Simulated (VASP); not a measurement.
# AlRu (P4/mmm) in VASP: a series of runs

Runs on AlRu. Level: PBEsol. Tasks: single point.

All numbers are computed with VASP 6.6.1; they aren't measurements. Logs are shortened: lines on timing, memory, paths and dates and some standing lists are left out, and cuts for length are marked.

**1. The cell of the first run**

It takes space group P4/mmm (No. 123, tetragonal). The conventional cell has a = 3.051 Å, b = 3.051 Å, c = 2.992 Å, α = 90.00°, β = 90.00°, γ = 90.00°. Within 3.5 Å of Al (site symmetry 4/mmm) lie 8 Ru at 2.63 Å and 6 Al at 2.99 to 3.05 Å. Ru (site symmetry 4/mmm) has 8 Al at 2.63 Å and 6 Ru at 2.99 to 3.05 Å within 3.5 Å.

**2. Single point, PBEsol (equal xx and yy strain of +2 %)**

The input, INCAR:

```
SYSTEM = AlRu
ALGO = Normal
EDIFF = 1E-7
ENCUT = 520
GGA = PS
ISIF = 2
ISMEAR = -1
LASPH = .True.
LCHARG = .True.
LELF = .True.
LREAL = .False.
LVHAR = .True.
LWAVE = .False.
NBANDS = 16
NELM = 80
PREC = Accurate
SIGMA = 0.05
```

The input, KPOINTS:

```
k-points
0
Gamma
  12 12 12
  0 0 0
```

The input, POSCAR:

```
AlRu
1.0
    3.0514320000      0.0000000000      0.0000000000
    0.0000000000      3.0514320000      0.0000000000
    0.0000000000      0.0000000000      2.9916000000
Al Ru
1 1
Direct
    0.0000000000      0.0000000000      0.0000000000
    0.5000000000      0.5000000000      0.5000000000
```

Potentials or basis: VASP PAW PBE potentials, release 64 (Al, Ru_pv).

Launch:

```
$ cat potpaw_PBE.64/Al/POTCAR potpaw_PBE.64/Ru_pv/POTCAR > POTCAR
$ mpirun -np 1 vasp_std > vasp.out
```

OUTCAR:

```text
SYSTEM = AlRu
   EDIFF = 1E-7
   ENCUT = 520
   GGA = PS
   ISIF = 2
   ISMEAR = -1
   LASPH = .True.
   LREAL = .False.
   NELM = 80
   PREC = Accurate

 ion  position               nearest neighbor table
   1  0.000  0.000  0.000-   2 2.63   2 2.63   2 2.63   2 2.63   2 2.63   2 2.63   2 2.63   2 2.63

   2  0.500  0.500  0.500-   1 2.63   1 2.63   1 2.63   1 2.63   1 2.63   1 2.63   1 2.63   1 2.63

  LATTYP: Found a simple tetragonal cell.
 ALAT       =     3.0514320000
 C/A-ratio  =     0.9803921569

  Lattice vectors:

 A1 = (   3.0514320000,   0.0000000000,   0.0000000000)
 A2 = (   0.0000000000,   3.0514320000,   0.0000000000)
 A3 = (   0.0000000000,   0.0000000000,   2.9916000000)

Analysis of symmetry for initial positions (statically):
=====================================================================
 Subroutine PRICEL returns:
 Original cell was already a primitive cell.

 Routine SETGRP: Setting up the symmetry group for a
 simple tetragonal supercell.

 Subroutine GETGRP returns: Found 16 space group operations
 (whereof 16 operations were pure point group operations)
 out of a pool of 16 trial point group operations.

The static configuration has the point symmetry D_4h.

Analysis of symmetry for dynamics (positions and initial velocities):
=====================================================================
 Subroutine PRICEL returns:
 Original cell was already a primitive cell.

 Routine SETGRP: Setting up the symmetry group for a
 simple tetragonal supercell.

 Subroutine GETGRP returns: Found 16 space group operations
 (whereof 16 operations were pure point group operations)
 out of a pool of 16 trial point group operations.

The dynamic configuration has the point symmetry D_4h.

 Subroutine INISYM returns: Found 16 space group operations
 (whereof 16 operations are pure point group operations),
 and found     1 'primitive' translations

----------------------------------------------------------------------------------------

                                     Primitive cell

  volume of cell :      27.8555

  direct lattice vectors                    reciprocal lattice vectors
     3.051432000  0.000000000  0.000000000     0.327714988  0.000000000  0.000000000
     0.000000000  3.051432000  0.000000000     0.000000000  0.327714988  0.000000000
     0.000000000  0.000000000  2.991600000     0.000000000  0.000000000  0.334269287

  length of vectors
     3.051432000  3.051432000  2.991600000     0.327714988  0.327714988  0.334269287

  position of ions in fractional coordinates (direct lattice)
     0.000000000  0.000000000  0.000000000
     0.500000000  0.500000000  0.500000000

  ion indices of the primitive-cell ions
   primitive index   ion index
                 1           1
                 2           2

----------------------------------------------------------------------------------------

 KPOINTS: k-points

Automatic generation of k-mesh.
 Grid dimensions read from file:
 generate k-points for:   12   12   12

 Generating k-lattice:

  Cartesian coordinates                     Fractional coordinates (reciprocal lattice)
     0.027309582  0.000000000  0.000000000     0.083333333  0.000000000  0.000000000
     0.000000000  0.027309582  0.000000000     0.000000000  0.083333333  0.000000000
     0.000000000  0.000000000  0.027855774     0.000000000  0.000000000  0.083333333

  Length of vectors
     0.027309582  0.027309582  0.027855774

  Shift w.r.t. Gamma in fractional coordinates (k-lattice)
     0.000000000  0.000000000  0.000000000

 Subroutine IBZKPT returns following result:
 ===========================================

 Found    196 irreducible k-points:

 Following reciprocal coordinates:
            Coordinates               Weight
  0.000000  0.000000  0.000000      1.000000
  0.083333  0.000000  0.000000      4.000000
  0.166667  0.000000  0.000000      4.000000
  0.250000  0.000000  0.000000      4.000000
  0.333333  0.000000  0.000000      4.000000
  0.416667  0.000000  0.000000      4.000000
[... 16 lines left out ...]
  0.333333  0.333333  0.000000      4.000000
  0.416667  0.333333  0.000000      8.000000
 [... further k-points ...]
   k-points           NKPTS =    196   k-points in BZ     NKDIM =    196   number of bands    NBANDS=     16
   number of dos      NEDOS =    301   number of ions     NIONS =      2
   total plane-waves  NPLWV =  13824
   dimension x,y,z NGX =    24 NGY =   24 NGZ =   24
   dimension x,y,z NGXF=    48 NGYF=   48 NGZF=   48
   ions per type =               1   1
   NGX,Y,Z   is equivalent  to a cutoff of  13.08, 13.08, 13.34 a.u.
   NGXF,Y,Z  is equivalent  to a cutoff of  26.15, 26.15, 26.67 a.u.
 SYSTEM =  AlRu
   PREC   = accura    normal or accurate (medium, high low for compatibility)
   ISTART =      0    job   : 0-new  1-cont  2-samecut
   ICHARG =      2    charge: 1-file 2-atom 10-const
   ISPIN  =      1    spin polarized calculation?
   LNONCOLLINEAR =      F non collinear calculations
   LSORBIT =      F    spin-orbit coupling
   LASPH  =      T    aspherical Exc in radial PAW
   ENCUT  =  520.0 eV  38.22 Ry    6.18 a.u.   5.67  5.67  5.56*2*pi/ulx,y,z
   NELM   =     80;   NELMIN=  2; NELMDL= -5     # of ELM steps
   EDIFF  = 0.1E-06   stopping-criterion for ELM
   LREAL  =      F    real-space projection
   EDIFFG = 0.1E-05   stopping-criterion for IOM
   NSW    =      0    number of steps for IOM
   IBRION =     -1    ionic relax: 0-MD 1-quasi-New 2-CG
   NFREE  =      0    steps in history (QN), initial steepest desc. (CG)
   ISIF   =      2    stress and relaxation
   ISYM   =      2    0-nonsym 1-usesym 2-fastsym
   POTIM  = 0.5000    time-step for ionic-motion
   TEBEG  =    0.0;   TEEND  =   0.0 temperature during run
   PSTRESS=    0.0 pullay stress
   NELECT =      17.0000    total number of electrons
   NUPDOWN=      -1.0000    fix difference up-down
   EMIN   =  10.00;   EMAX   =-10.00  energy-range for DOS
   EFERMI =   0.00;   METHOD = LEGACY
   ISMEAR =    -1;   SIGMA  =   0.05  broadening in eV -4-tet -1-fermi 0-gaus
   EFERMI_NEDOS =   21; number of points for ismear=-14 and -15
   IALGO  =     38    algorithm
   IMIX   =      4    mixing-type and parameters
     AMIX     =   0.40;   BMIX     =  1.00
     AMIX_MAG =   1.60;   BMIX_MAG =  1.00
  volume/ion in A,a.u.               =      13.93        93.99
  Fermi-wavevector in a.u.,A,eV,Ry     =   1.388633  2.624136 26.236138  1.928302
  Thomas-Fermi vector in A             =   2.512741
   LORBIT       =      0    0 simple, 1 ext, 2 COOP (PROOUT), +10 PAW based schemes
   GGA     = PS    functional components
   LHFCALC =     F    Hartree Fock is set to
   AEXX    =    0.0000 exact exchange contribution
   IVDW    =     0    specifies the selected vdW correction
   LEPSILON=     F    determine dielectric tensor
   LRPA    =     F    only Hartree local field effects (RPA)
 non-spin polarized calculation
  energy-cutoff  :      520.00
  volume of cell :       27.86
 maximum number of plane-waves:       771
 NGX is ok and might be reduce to    24
   NGX = 11   NGY = 11   NGZ = 11

 number of electron      17.0000001 magnetization

 Free energy of the ion-electron system (eV)
  ---------------------------------------------------
  ext. energy  EPLUGINS =         0.00000000
  ---------------------------------------------------
  free energy    TOTEN  =       -15.47683816 eV

  energy without entropy =      -15.46418316  energy(sigma->0) =      -15.47051066

 E-fermi :  10.0434     XC(G=0): -12.4848

 val. band max:       10.0283578936   @ k =   0.1667   0.0833   0.0833
 cond. band min:      10.0546436663   @ k =   0.3333   0.1667   0.4167
 fundamental gap:      0.0262857727
 Fermi energy:        10.0433511383

 k-point     1 :       0.0000    0.0000    0.0000
  band No.  band energies     occupation
      1     -31.6643      2.00000
      2     -31.6643      2.00000
      3     -31.6394      2.00000
      4       0.5959      2.00000
      5       6.6623      2.00000
      6       6.6716      2.00000
[... 8 lines left out ...]
     15      22.0449      0.00000
     16      24.4026      0.00000

 k-point     2 :       0.0833    0.0000    0.0000
  band No.  band energies     occupation
      1     -31.6758      2.00000
      2     -31.6633      2.00000
      3     -31.6385      2.00000
      4       0.7234      2.00000
      5       6.7001      2.00000
      6       6.7126      2.00000
[... 8 lines left out ...]
     15      22.0459      0.00000
     16      24.7899      0.00000

 k-point     3 :       0.1667    0.0000    0.0000
  band No.  band energies     occupation
      1     -31.7071      2.00000
      2     -31.6607      2.00000
      3     -31.6359      2.00000
      4       1.0986      2.00000
      5       6.7575      2.00000
      6       6.8329      2.00000
[... 8 lines left out ...]
     15      22.0866      0.00000
     16      26.0609      0.00000

 k-point     4 :       0.2500    0.0000    0.0000
  band No.  band energies     occupation
      1     -31.7496      2.00000
      2     -31.6571      2.00000
      3     -31.6324      2.00000
      4       1.7007      2.00000
      5       6.6790      2.00000
      6       7.0072      2.00000
[... 8 lines left out ...]
     15      22.5396      0.00000
     16      25.9246      0.00000

 k-point     5 :       0.3333    0.0000    0.0000
  band No.  band energies     occupation
      1     -31.7919      2.00000
      2     -31.6535      2.00000
      3     -31.6289      2.00000
      4       2.4966      2.00000
      5       6.2637      2.00000
      6       7.1940      2.00000
[... 8 lines left out ...]
     15      22.8074      0.00000
     16      24.4113      0.00000

 k-point     6 :       0.4167    0.0000    0.0000
  band No.  band energies     occupation
      1     -31.8226      2.00000
      2     -31.6509      2.00000
      3     -31.6263      2.00000
      4       3.4394      2.00000
      5       5.4751      2.00000
      6       7.3400      2.00000
[... 8 lines left out ...]
     15      22.9273      0.00000
     16      23.0134      0.00000

 k-point     7 :       0.5000    0.0000    0.0000
  band No.  band energies     occupation
      1     -31.8338      2.00000
      2     -31.6499      2.00000
      3     -31.6254      2.00000
      4       4.3670      2.00000
      5       4.5768      2.00000
      6       7.3957      2.00000
[... 8 lines left out ...]
     15      22.1578      0.00000
     16      22.5093      0.00000

 k-point     8 :       0.0833    0.0833    0.0000
  band No.  band energies     occupation
      1     -31.6752      2.00000
      2     -31.6743      2.00000
      3     -31.6375      2.00000
      4       0.8496      2.00000
      5       6.7468      2.00000
      6       6.7481      2.00000
[... 8 lines left out ...]
     15      22.0463      0.00000
     16      25.1410      0.00000

 k-point     9 :       0.1667    0.0833    0.0000
  band No.  band energies     occupation
      1     -31.7060      2.00000
      2     -31.6720      2.00000
      3     -31.6350      2.00000
      4       1.2207      2.00000
      5       6.8086      2.00000
      6       6.8723      2.00000
[... 8 lines left out ...]
     15      22.2769      0.00000
     16      26.2753      0.00000
[... 172 lines left out ...]
 k-point    19 :       0.2500    0.2500    0.0000
  band No.  band energies     occupation
      1     -31.7426      2.00000
      2     -31.7388      2.00000
      3     -31.6253      2.00000
      4       2.6650      2.00000
      5       6.7460      2.00000
      6       7.3996      2.00000
[... 8 lines left out ...]
     15      23.3258      0.00000
     16      25.1866      0.00000

 k-point    20 :       0.3333    0.2500    0.0000
  band No.  band energies     occupation
      1     -31.7822      2.00000
      2     -31.7362      2.00000
      3     -31.6218      2.00000
      4       3.3128      2.00000
      5       6.3911      2.00000
      6       7.6289      2.00000
[... 8 lines left out ...]
     15      22.4113      0.00000
     16      24.6070      0.00000

 k-point    21 :       0.4167    0.2500    0.0000
  band No.  band energies     occupation
      1     -31.8123      2.00000
      2     -31.7330      2.00000
      3     -31.6192      2.00000
      4       3.9954      2.00000
      5       5.8638      2.00000
      6       7.8285      2.00000
[... 8 lines left out ...]
     15      22.0497      0.00000
     16      23.9480      0.00000

 k-point    22 :       0.5000    0.2500    0.0000
  band No.  band energies     occupation
      1     -31.8234      2.00000
      2     -31.7318      2.00000
      3     -31.6183      2.00000
      4       4.4022      2.00000
      5       5.5093      2.00000
      6       7.9225      2.00000
[... 8 lines left out ...]
     15      22.0495      0.00000
     16      23.6615      0.00000

 k-point    23 :       0.3333    0.3333    0.0000
  band No.  band energies     occupation
      1     -31.7787      2.00000
      2     -31.7759      2.00000
      3     -31.6182      2.00000
      4       3.7759      2.00000
      5       6.3254      2.00000
      6       7.9076      2.00000
[... 8 lines left out ...]
     15      22.3438      0.00000
     16      24.7774      0.00000

 k-point    24 :       0.4167    0.3333    0.0000
  band No.  band energies     occupation
      1     -31.8072      2.00000
      2     -31.7737      2.00000
      3     -31.6156      2.00000
      4       4.1481      2.00000
      5       6.2414      2.00000
      6       8.1370      2.00000
[... 8 lines left out ...]
     15      22.2693      0.00000
     16      25.0900      0.00000

 [... further k-points ...]
[... 5 lines left out ...]
  --------------------------------------------------------------------------------------
  -------------------------------------------------------------------------------------
  Total       -2.0470423     -2.0470423     -1.4983470      0.0000000      0.0000000      0.0000000
  in kB     -117.7406617   -117.7406617    -86.1811097      0.0000000      0.0000000      0.0000000
  external PRESSURE =    -107.2208110 kB  Pullay stress =       0.0000000 kB

 VOLUME and BASIS-vectors are now :
 -----------------------------------------------------------------------------
  energy-cutoff  :      520.00
  volume of cell :       27.86
      direct lattice vectors                 reciprocal lattice vectors
     3.051432000  0.000000000  0.000000000     0.327714988  0.000000000  0.000000000
     0.000000000  3.051432000  0.000000000     0.000000000  0.327714988  0.000000000
     0.000000000  0.000000000  2.991600000     0.000000000  0.000000000  0.334269287

 POSITION                                       TOTAL-FORCE (eV/Angst)
 -----------------------------------------------------------------------------------
      0.00000      0.00000      0.00000         0.000000      0.000000      0.000000
      1.52572      1.52572      1.49580         0.000000      0.000000      0.000000
 -----------------------------------------------------------------------------------
    total drift:                                0.000000     -0.000000     -0.000000

  FREE ENERGIE OF THE ION-ELECTRON SYSTEM (eV)
  ---------------------------------------------------
  free  energy   TOTEN  =       -15.4768381617 eV

  energy  without entropy=      -15.4641831579  energy(sigma->0) =      -15.47051066
```

It took 55 s on 1 thread of Intel Xeon Platinum 8259CL at 2.50GHz (Skylake/Cascade Lake), shared host; peak memory 0.2 GiB.

What came out:

- Free energy: -15.4768 eV
- Pressure: -10.7 GPa

Stress tensor (GPa, compression positive):
```
-11.77   0.00   0.00
  0.00 -11.77   0.00
  0.00   0.00  -8.62
```

Levels at points of the mesh, in eV from the Fermi level:
| k point | band 7 | band 8 | band 9 | band 10 | band 11 | band 12 |
| --- | --- | --- | --- | --- | --- | --- |
| (0.00, 0.00, 0.00) | 0.10 | 0.22 | 0.22 | 5.69 | 5.69 | 6.29 |
| (0.50, 0.00, 0.00) | -1.58 | -1.36 | 0.45 | 2.04 | 7.47 | 10.62 |
| (0.50, 0.50, 0.00) | -1.40 | -0.97 | -0.97 | 1.36 | 4.85 | 5.80 |
| (0.00, 0.00, 0.50) | -1.59 | -1.59 | 0.36 | 2.36 | 7.46 | 10.64 |
| (0.50, 0.00, 0.50) | -1.23 | -1.17 | -1.11 | 1.47 | 5.12 | 5.92 |
| (0.50, 0.50, 0.50) | 1.45 | 1.59 | 2.37 | 3.98 | 3.98 | 4.09 |

Caveat: the cell differs from its parent crystal (equal xx and yy strain of +2 %); the PAW data sets were made with another functional, which shifts forces and pressure a little.

**3. Single point, PBEsol (zz strain of -2 %)**

The input, INCAR:

```
PREC = Accurate ; ENCUT = 520
EDIFF = 1E-6 ; ISMEAR = -1
SIGMA = 0.05 ; LREAL = False
LASPH = True ; NELM = 100
ALGO = Normal ; ISIF = 2
LWAVE = False ; LCHARG = True
GGA = PS ; LELF = True
LVHAR = True ; NBANDS = 16
```

The input, KPOINTS:

```
regular mesh
0
Gamma
  12 12 12
```

The input, POSCAR:

```
AlRu
1.0
    2.9916000000      0.0000000000      0.0000000000
    0.0000000000      2.9916000000      0.0000000000
    0.0000000000      0.0000000000      2.9317680000
Al Ru
1 1
Direct
    0.0000000000      0.0000000000      0.0000000000
    0.5000000000      0.5000000000      0.5000000000
```

Potentials or basis: VASP PAW PBE potentials, release 64 (Al, Ru_pv).

Launch:

```
$ cat potpaw_PBE.64/Al/POTCAR potpaw_PBE.64/Ru_pv/POTCAR > POTCAR
$ mpirun -np 1 vasp_std > vasp.out
```

It took 60 s on 1 thread of Intel Xeon 8259CL, shared host; peak memory 0.2 GiB.

It converged, with:

```yaml
Free_energy: -15.5279 eV
Pressure: 1.1 GPa
```

Stress tensor (GPa, compression positive):
```
-0.21  0.00  0.00
 0.00 -0.21  0.00
 0.00  0.00  3.64
```

Levels at points of the mesh, in eV from the Fermi level:
| k point | band 7 | band 8 | band 9 | band 10 | band 11 | band 12 |
| --- | --- | --- | --- | --- | --- | --- |
| (0.00, 0.00, 0.00) | 0.11 | 0.25 | 0.25 | 5.96 | 5.96 | 6.60 |
| (0.50, 0.00, 0.00) | -1.72 | -1.47 | 0.49 | 2.24 | 7.44 | 10.93 |
| (0.50, 0.50, 0.00) | -1.46 | -1.07 | -1.07 | 1.49 | 5.22 | 6.40 |
| (0.00, 0.00, 0.50) | -1.73 | -1.73 | 0.40 | 2.60 | 7.43 | 10.93 |
| (0.50, 0.00, 0.50) | -1.30 | -1.26 | -1.23 | 1.62 | 5.52 | 6.53 |
| (0.50, 0.50, 0.50) | 1.60 | 1.76 | 2.73 | 4.11 | 4.11 | 4.25 |

Caveat: the cell differs from its parent crystal (zz strain of -2 %); the PAW data sets were made with another functional, which shifts forces and pressure a little.

[end of part 1 of 2]
